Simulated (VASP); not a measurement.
# KBr (Pm-3m) in VASP: notebook

Aim: see how the results for KBr move with the level of theory and the settings. Levels: r2SCAN, HSE06. Tasks: single point.

Program: VASP 6.6.1. These are calculated values, not measurements. Logs are shortened: lines on timing, memory, paths and dates and some standing lists are left out, and cuts for length are marked.

## 1. The cell of the first run

Symmetry: Pm-3m, No. 221, cubic system. The conventional cell has a = 3.976 Å, b = 3.976 Å, c = 3.976 Å, α = 90.00°, β = 90.00°, γ = 90.00°. Within 4.5 Å of K (site symmetry m-3m) lie 8 Br at 3.44 Å and 6 K at 3.98 Å. Br (site symmetry m-3m) has 8 K at 3.44 Å and 6 Br at 3.98 Å within 4.5 Å.

## 2. Single point, r2SCAN

POSCAR

```
KBr
1.0
    3.9758690659      0.0000000000      0.0000000000
    0.0000000000      3.9758690659      0.0000000000
    0.0000000000      0.0000000000      3.9758690659
K Br
1 1
Direct
    0.0000000000      0.0000000000      0.0000000000
    0.5000000000      0.5000000000      0.5000000000
```

INCAR.step1

```
PREC = Accurate
ENCUT = 520
ISMEAR = 0
SIGMA = 0.01
LREAL = F
LASPH = T
NELM = 100
NBANDS = 15
GGA = PE
ALGO = Normal
EDIFF = 1E-4
LWAVE = T
LCHARG = F
```

INCAR.step2

```
PREC = Accurate
ENCUT = 520
EDIFF = 1E-6
ISMEAR = 0
SIGMA = 0.01
LREAL = F
LASPH = T
NELM = 100
ALGO = Normal
ISIF = 2
LWAVE = F
LCHARG = F
METAGGA = R2SCAN
LMIXTAU = T
NBANDS = 15
ISTART = 1
```

KPOINTS

```
regular mesh
0
Gamma
  6 6 6
```

Potentials or basis: VASP PAW PBE potentials, release 64 (K_sv, Br).

Command:

```
cat potpaw_PBE.64/K_sv/POTCAR potpaw_PBE.64/Br/POTCAR > POTCAR
cp INCAR.step1 INCAR
mpirun -np 1 vasp_std > vasp.out
cp INCAR.step2 INCAR
mpirun -np 1 vasp_std > vasp.out
```

OUTCAR:

```text
PREC = Accurate
   ENCUT = 520
   EDIFF = 1E-6
   ISMEAR = 0
   LREAL = F
   LASPH = T
   NELM = 100
   ISIF = 2
   METAGGA = R2SCAN
   ISTART = 1

 ion  position               nearest neighbor table
   1  0.000  0.000  0.000-
   2  0.500  0.500  0.500-

  LATTYP: Found a simple cubic cell.
 ALAT       =     3.9758690659

  Lattice vectors:

 A1 = (   3.9758690659,   0.0000000000,   0.0000000000)
 A2 = (   0.0000000000,   3.9758690659,   0.0000000000)
 A3 = (   0.0000000000,   0.0000000000,   3.9758690659)

Analysis of symmetry for initial positions (statically):
=====================================================================
 Subroutine PRICEL returns:
 Original cell was already a primitive cell.

 Routine SETGRP: Setting up the symmetry group for a
 simple cubic supercell.

 Subroutine GETGRP returns: Found 48 space group operations
 (whereof 48 operations were pure point group operations)
 out of a pool of 48 trial point group operations.

The static configuration has the point symmetry O_h .

Analysis of symmetry for dynamics (positions and initial velocities):
=====================================================================
 Subroutine PRICEL returns:
 Original cell was already a primitive cell.

 Routine SETGRP: Setting up the symmetry group for a
 simple cubic supercell.

 Subroutine GETGRP returns: Found 48 space group operations
 (whereof 48 operations were pure point group operations)
 out of a pool of 48 trial point group operations.

The dynamic configuration has the point symmetry O_h .

 Subroutine INISYM returns: Found 48 space group operations
 (whereof 48 operations are pure point group operations),
 and found     1 'primitive' translations

----------------------------------------------------------------------------------------

                                     Primitive cell

  volume of cell :      62.8487

  direct lattice vectors                    reciprocal lattice vectors
     3.975869066  0.000000000  0.000000000     0.251517337  0.000000000  0.000000000
     0.000000000  3.975869066  0.000000000     0.000000000  0.251517337  0.000000000
     0.000000000  0.000000000  3.975869066     0.000000000  0.000000000  0.251517337

  length of vectors
     3.975869066  3.975869066  3.975869066     0.251517337  0.251517337  0.251517337

[... 82 lines left out ...]
   ISYM   =      2    0-nonsym 1-usesym 2-fastsym
   POTIM  = 0.5000    time-step for ionic-motion
   TEBEG  =    0.0;   TEEND  =   0.0 temperature during run
   PSTRESS=    0.0 pullay stress
   NELECT =      16.0000    total number of electrons
   NUPDOWN=      -1.0000    fix difference up-down
   EMIN   =  10.00;   EMAX   =-10.00  energy-range for DOS
   EFERMI =   0.00;   METHOD = LEGACY
   ISMEAR =     0;   SIGMA  =   0.01  broadening in eV -4-tet -1-fermi 0-gaus
   EFERMI_NEDOS =   21; number of points for ismear=-14 and -15
   IALGO  =     38    algorithm
   IMIX   =      4    mixing-type and parameters
     AMIX     =   0.40;   BMIX     =  1.00
     AMIX_MAG =   1.60;   BMIX_MAG =  1.00
  volume/ion in A,a.u.               =      31.42       212.06
  Fermi-wavevector in a.u.,A,eV,Ry     =   1.037567  1.960717 14.647283  1.076545
  Thomas-Fermi vector in A             =   2.172011
   LORBIT       =      0    0 simple, 1 ext, 2 COOP (PROOUT), +10 PAW based schemes
   METAGGA = R2SCAN    functional components
   LHFCALC =     F    Hartree Fock is set to
   AEXX    =    0.0000 exact exchange contribution
   IVDW    =     0    specifies the selected vdW correction
   LEPSILON=     F    determine dielectric tensor
   LRPA    =     F    only Hartree local field effects (RPA)
 non-spin polarized calculation
 Gauss-broadening in eV      SIGMA  =   0.01
  energy-cutoff  :      520.00
  volume of cell :       62.85
 maximum number of plane-waves:      1743
 NGX is ok and might be reduce to    30
   NGX = 15   NGY = 15   NGZ = 15

 number of electron      15.9999996 magnetization

 Free energy of the ion-electron system (eV)
  ---------------------------------------------------
  ext. energy  EPLUGINS =         0.00000000
  ---------------------------------------------------
  free energy    TOTEN  =       -23.14366854 eV

  energy without entropy =      -23.14366854  energy(sigma->0) =      -23.14366854

 E-fermi :  -0.7337     XC(G=0):  -8.4224

 val. band max:       -0.8894708758   @ k =   0.5000   0.5000   0.0000
 cond. band min:       3.8826718374   @ k =   0.0000   0.0000   0.0000
 fundamental gap:      4.7721427132
 Fermi energy:        -0.7336944855

 k-point     1 :       0.0000    0.0000    0.0000
  band No.  band energies     occupation
      1     -30.6349      2.00000
      2     -14.2178      2.00000
      3     -13.2865      2.00000
      4     -13.2865      2.00000
      5     -13.2865      2.00000
      6      -1.1694      2.00000
      7      -1.1694      2.00000
      8      -1.1694      2.00000
      9       3.8827      0.00000
     10       5.4603      0.00000
     11       5.4603      0.00000
     12       9.6661      0.00000
     13       9.6661      0.00000
     14       9.6661      0.00000
[... 329 lines left out ...]
      2     -13.7737      2.00000
      3     -13.4097      2.00000
      4     -13.4097      2.00000
      5     -13.4097      2.00000
      6      -2.4504      2.00000
      7      -2.4504      2.00000
      8      -2.4504      2.00000
      9       7.2572      0.00000
     10       7.2572      0.00000
     11       7.2572      0.00000
     12       9.5262      0.00000
     13       9.5262      0.00000
     14       9.5262      0.00000
     15      11.2215      0.00000

------------------------ aborting loop because EDIFF is reached ----------------------------------------

  FORCE on cell =-STRESS in cart. coord.  units (eV):
  Direction    XX          YY          ZZ          XY          YZ          ZX
  --------------------------------------------------------------------------------------
  -------------------------------------------------------------------------------------
  Total       -0.0031940     -0.0031940     -0.0031940     -0.0000000     -0.0000000      0.0000000
  in kB       -0.0814227     -0.0814227     -0.0814227     -0.0000000     -0.0000000      0.0000000
  external PRESSURE =      -0.0814227 kB  Pullay stress =       0.0000000 kB

 VOLUME and BASIS-vectors are now :
 -----------------------------------------------------------------------------
  energy-cutoff  :      520.00
  volume of cell :       62.85
      direct lattice vectors                 reciprocal lattice vectors
     3.975869066  0.000000000  0.000000000     0.251517337  0.000000000  0.000000000
     0.000000000  3.975869066  0.000000000     0.000000000  0.251517337  0.000000000
     0.000000000  0.000000000  3.975869066     0.000000000  0.000000000  0.251517337

 POSITION                                       TOTAL-FORCE (eV/Angst)
 -----------------------------------------------------------------------------------
      0.00000      0.00000      0.00000         0.000000      0.000000      0.000000
      1.98793      1.98793      1.98793         0.000000      0.000000      0.000000
 -----------------------------------------------------------------------------------
    total drift:                                0.000000      0.000000     -0.000000

  FREE ENERGIE OF THE ION-ELECTRON SYSTEM (eV)
  ---------------------------------------------------
  free  energy   TOTEN  =       -23.1436685414 eV

  energy  without entropy=      -23.1436685414  energy(sigma->0) =      -23.14366854
```

OUTCAR.step1:

```text
PREC = Accurate
   ENCUT = 520
   ISMEAR = 0
   LREAL = F
   LASPH = T
[... 574 lines left out ...]
 -----------------------------------------------------------------------------------
      0.00000      0.00000      0.00000         0.000000      0.000000      0.000000
      1.98793      1.98793      1.98793         0.000000      0.000000      0.000000
 -----------------------------------------------------------------------------------
    total drift:                                0.000000      0.000000     -0.000000

  FREE ENERGIE OF THE ION-ELECTRON SYSTEM (eV)
  ---------------------------------------------------
  free  energy   TOTEN  =        -6.0697225969 eV

  energy  without entropy=       -6.0697225969  energy(sigma->0) =       -6.06972260
```

OSZICAR.step1:

```text
N       E                     dE             d eps       ncg     rms          rms(c)
DAV:   1     0.100468131013E+03    0.10047E+03   -0.70205E+03   600   0.959E+02
DAV:   2    -0.526620783577E+00   -0.10099E+03   -0.94044E+02   783   0.234E+02
DAV:   3    -0.604353286587E+01   -0.55169E+01   -0.54867E+01   825   0.490E+01
DAV:   4    -0.626015029976E+01   -0.21662E+00   -0.21660E+00   893   0.818E+00
DAV:   5    -0.626216082548E+01   -0.20105E-02   -0.20105E-02   853   0.867E-01    0.280E+00
DAV:   6    -0.609434355670E+01    0.16782E+00   -0.14542E-01   733   0.223E+00    0.209E+00
DAV:   7    -0.606660573921E+01    0.27738E-01   -0.88430E-02   768   0.191E+00    0.986E-01
DAV:   8    -0.606938257688E+01   -0.27768E-02   -0.13148E-02   747   0.844E-01    0.103E-01
DAV:   9    -0.606957886966E+01   -0.19629E-03   -0.42031E-04   811   0.163E-01    0.771E-02
DAV:  10    -0.606972014060E+01   -0.14127E-03   -0.18328E-04   619   0.963E-02    0.127E-02
DAV:  11    -0.606972259690E+01   -0.24563E-05   -0.93906E-06   433   0.226E-02
   1 F= -.60697226E+01 E0= -.60697226E+01  d E =-.575787E-64
```

Wall time 46 s (1 thread of Intel Xeon 6975P-C, shared host); peak memory 0.18 GiB.

Results:

```
Free energy            : -23.1437 eV
Pressure               : 0.0 GPa
Band gap on the k mesh : 4.77 eV, indirect (least direct gap 5.05 eV)
```

Caveat: the PAW data sets were made with another functional, which shifts forces and pressure a little. r2SCAN opens gaps a little over a GGA but as a rule still falls short of measured ones.

## 3. Single point, HSE06

POSCAR is that of step 2.

INCAR.step1

```
PREC = Accurate ; ENCUT = 520
EDIFF = 1E-5 ; ISMEAR = 0
SIGMA = 0.01 ; LREAL = F
LASPH = T ; NELM = 80
ALGO = Normal ; ISIF = 2
LWAVE = T ; NBANDS = 15
GGA = PE
```

INCAR.step2

```
PREC = Accurate ; ENCUT = 520
EDIFF = 1E-6 ; ISMEAR = 0
SIGMA = 0.01 ; LREAL = F
LASPH = T ; NELM = 80
ALGO = Normal ; ISIF = 2
LWAVE = F ; LCHARG = T
GGA = PE ; LHFCALC = T
HFSCREEN = 0.2079 ; PRECFOCK = Normal
LELF = T ; LVHAR = T
NBANDS = 15 ; ISTART = 1
```

KPOINTS

```
regular mesh
0
Gamma
  4 4 4
```

Potentials or basis: VASP PAW PBE potentials, release 64 (K_sv, Br).

Command:

```
cat potpaw_PBE.64/K_sv/POTCAR potpaw_PBE.64/Br/POTCAR > POTCAR
cp INCAR.step1 INCAR
mpirun -np 1 vasp_std > vasp.out
cp INCAR.step2 INCAR
mpirun -np 1 vasp_std > vasp.out
```

OUTCAR:

```text
PREC = Accurate
   ENCUT = 520
   EDIFF = 1E-6
   ISMEAR = 0
   LREAL = F
   LASPH = T
   NELM = 80
   ISIF = 2
   GGA = PE
   LHFCALC = T
   HFSCREEN = 0.2079
   PRECFOCK = Normal
   ISTART = 1

 ion  position               nearest neighbor table
   1  0.000  0.000  0.000-
   2  0.500  0.500  0.500-

  LATTYP: Found a simple cubic cell.
 ALAT       =     3.9758690659
[... 357 lines left out ...]
     12       9.9124      0.00000
     13       9.9124      0.00000
     14       9.9124      0.00000
     15      11.8977      0.00000

------------------------ aborting loop because EDIFF is reached ----------------------------------------

  FORCE on cell =-STRESS in cart. coord.  units (eV):
  Direction    XX          YY          ZZ          XY          YZ          ZX
  --------------------------------------------------------------------------------------
  -------------------------------------------------------------------------------------
  Total        0.2048978      0.2048978      0.2048978     -0.0000000     -0.0000000     -0.0000000
  in kB        5.2233794      5.2233794      5.2233794     -0.0000000     -0.0000000     -0.0000000
  external PRESSURE =       5.2233794 kB  Pullay stress =       0.0000000 kB

 VOLUME and BASIS-vectors are now :
 -----------------------------------------------------------------------------
  energy-cutoff  :      520.00
  volume of cell :       62.85
      direct lattice vectors                 reciprocal lattice vectors
     3.975869066  0.000000000  0.000000000     0.251517337  0.000000000  0.000000000
     0.000000000  3.975869066  0.000000000     0.000000000  0.251517337  0.000000000
     0.000000000  0.000000000  3.975869066     0.000000000  0.000000000  0.251517337

 POSITION                                       TOTAL-FORCE (eV/Angst)
 -----------------------------------------------------------------------------------
      0.00000      0.00000      0.00000         0.000000      0.000000      0.000000
      1.98793      1.98793      1.98793         0.000000      0.000000      0.000000
 -----------------------------------------------------------------------------------
    total drift:                                0.000000      0.000000      0.000000

  FREE ENERGIE OF THE ION-ELECTRON SYSTEM (eV)
  ---------------------------------------------------
  free  energy   TOTEN  =        -7.0229943157 eV

  energy  without entropy=       -7.0229943157  energy(sigma->0) =       -7.02299432
```

OUTCAR.step1:

```text
PREC = Accurate
   ENCUT = 520
   EDIFF = 1E-5
   ISMEAR = 0
   LREAL = F
   LASPH = T
[... 384 lines left out ...]
 -----------------------------------------------------------------------------------
      0.00000      0.00000      0.00000         0.000000      0.000000      0.000000
      1.98793      1.98793      1.98793         0.000000      0.000000      0.000000
 -----------------------------------------------------------------------------------
    total drift:                                0.000000      0.000000     -0.000000

  FREE ENERGIE OF THE ION-ELECTRON SYSTEM (eV)
  ---------------------------------------------------
  free  energy   TOTEN  =        -6.0650177304 eV

  energy  without entropy=       -6.0650177304  energy(sigma->0) =       -6.06501773
```

It took 6.7 min on 1 thread of Intel Xeon 6975P-C, shared host; peak memory 0.28 GiB.

What came out:

* Free energy: -7.0230 eV
* Pressure: 0.5 GPa
* Band gap on the k mesh: 5.19 eV, indirect (least direct gap 5.49 eV)

Levels at points of the mesh, in eV from the valence-band top:
```csv
k point,band 5,band 6,band 7,band 8,band 9,band 10,band 11,band 12
"(0.00, 0.00, 0.00)",-12.91,-0.30,-0.30,-0.30,5.19,7.04,7.04,11.44
"(0.50, 0.00, 0.00)",-12.70,-2.22,-0.27,-0.27,7.89,8.61,9.30,10.14
"(0.50, 0.50, 0.00)",-12.87,-1.60,-1.60,0.00,6.42,7.87,9.54,9.54
"(0.50, 0.50, 0.50)",-13.04,-1.65,-1.65,-1.65,8.71,8.71,8.71,11.25
```

Caveat: the PAW data sets were made with another functional, which shifts forces and pressure a little. A k mesh can miss the band edges.
